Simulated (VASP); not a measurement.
SiC: relaxation of cell and atoms with LDA

SiC:

```
CELL_PARAMETERS angstrom
0.00000 2.17900 2.17900
2.17900 0.00000 2.17900
2.17900 2.17900 0.00000
ATOMIC_POSITIONS crystal
Si 0.00000 0.00000 0.00000
C 0.25000 0.25000 0.25000
```

- Program: VASP 6.6.1
- Task: relaxation of cell and atoms
- Functional: LDA
- Potentials or basis: VASP PAW LDA potentials, release 64 (Si, C)
- Cutoff: 600 eV
- k mesh: 10 × 10 × 10
- Occupations: gaussian, width 0.01 eV
- Spin: no spin polarisation
- Dipole correction: no
- Further INCAR settings: ALGO = Normal; EDIFF = 1e-06; IBRION = 2; EDIFFG = -0.001; NSW = 80; ISIF = 3

The relaxed volume is 10.15 Å³/atom, the relaxed cell is a = 3.062 Å, b = 3.062 Å, c = 3.062 Å, α = 60.00°, β = 60.00°, γ = 60.00° and the space group after relaxing (to 0.05 Å) is F-43m (No. 216). The energy gained by relaxing is 2.6 meV/atom, the ionic steps are 5 and the pressure after relaxing is 0.0 GPa. The band gap on the k mesh is 1.29 eV, indirect (least direct gap 4.52 eV).

The path:
```
step  energy change (eV)  largest force (eV/Å)  pressure (GPa)  volume (Å³)
   1              0.0000                0.0000           -4.18        20.69
   2              0.0009                0.0000            4.83        19.89
   3             -0.0052                0.0000           -0.02        20.30
   4             -0.0052                0.0000            0.05        20.30
   5             -0.0052                0.0000           -0.01        20.30
```

Final structure:
```xyz
2
Lattice="0.0000 2.1653 2.1653 2.1653 0.0000 2.1653 2.1653 2.1653 0.0000" Properties=species:S:1:pos:R:3 pbc="T T T"
Si    2.1653    0.0000    2.1653
C     1.0827    1.0827    1.0827
```

Levels at points of the mesh, in eV from the valence-band top:
```csv
k point,band 1,band 2,band 3,band 4,band 5,band 6,band 7,band 8
"(0.00, 0.00, 0.00)",-15.46,0.00,0.00,0.00,6.51,7.32,7.32,7.32
"(0.50, 0.00, 0.00)",-11.77,-8.66,-1.06,-1.06,5.56,7.21,7.21,10.02
"(0.50, 0.50, 0.00)",-10.27,-7.87,-3.23,-3.23,1.29,4.26,14.05,14.05
```

Wall time 55 s on 1 thread of Intel Xeon 6975P-C, on a shared host, peak memory 0.14 GiB.

A k mesh can miss the band edges. Zero-point motion and thermal expansion aren't in these numbers.
